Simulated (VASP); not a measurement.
The system is NbC2.

```xyz
3
Lattice="3.9684 0.0000 0.0000 -1.9842 3.4367 0.0000 0.0000 0.0000 2.8387" Properties=species:S:1:pos:R:3 pbc="T T T"
Nb    0.0000    0.0000    0.0000
C     0.0000    2.2911    1.4193
C     1.9842    1.1456    1.4193
```

The cell was built from a structure type or drawn by symmetry, and may not be a known phase.

| Item | Value |
| --- | --- |
| Program | VASP 6.6.1 |
| Task | relaxation of cell and atoms |
| Functional | PBE |
| Potentials or basis | VASP PAW PBE potentials, release 64 (Nb_sv, C) |
| Cutoff | 600 eV |
| k mesh | 6 × 6 × 6 |
| Occupations | gaussian, width 0.1 eV |
| Spin | no spin polarisation |

At the start: pressure -37.3 GPa; volume 12.90 Å³/atom.

Problem. Where does the relaxation end?

Solution. Over 9 steps the energy falls by 972.6 meV/atom and the volume is 9.11 Å³/atom (-29.4 %); space group P6/mmm (No. 191, to 0.1 Å) before and after.

Step by step:
```csv
step,energy change (eV),largest force (eV/Å),pressure (GPa),volume (Å³)
1,0.0000,0.0000,-37.27,38.71
2,-1.7545,0.0000,53.32,24.10
3,-2.1015,0.0000,10.62,27.18
4,-2.8202,0.0000,16.81,25.93
5,-2.8254,0.0000,18.62,25.71
6,-2.7878,0.0000,-17.18,29.43
7,-2.9175,0.0000,-0.03,27.33
8,-2.9175,0.0000,0.30,27.30
9,-2.9179,0.0000,0.11,27.33
```

Final structure:
```
Nb C
1.0
     3.20816    0.00000    0.00000
    -1.60408    2.77835    0.00000
     0.00000    0.00000    3.06576
Nb C
1 2
Direct
  0.00000 0.00000 0.00000
  0.33333 0.66667 0.50000
  0.66667 0.33333 0.50000
```

Caveat: the k points lie up to 0.38 Å⁻¹ apart in the final cell, too coarse for converged energies and pressures of a metal; the volume moved by over 15 % at a fixed basis, so the end points are rough.
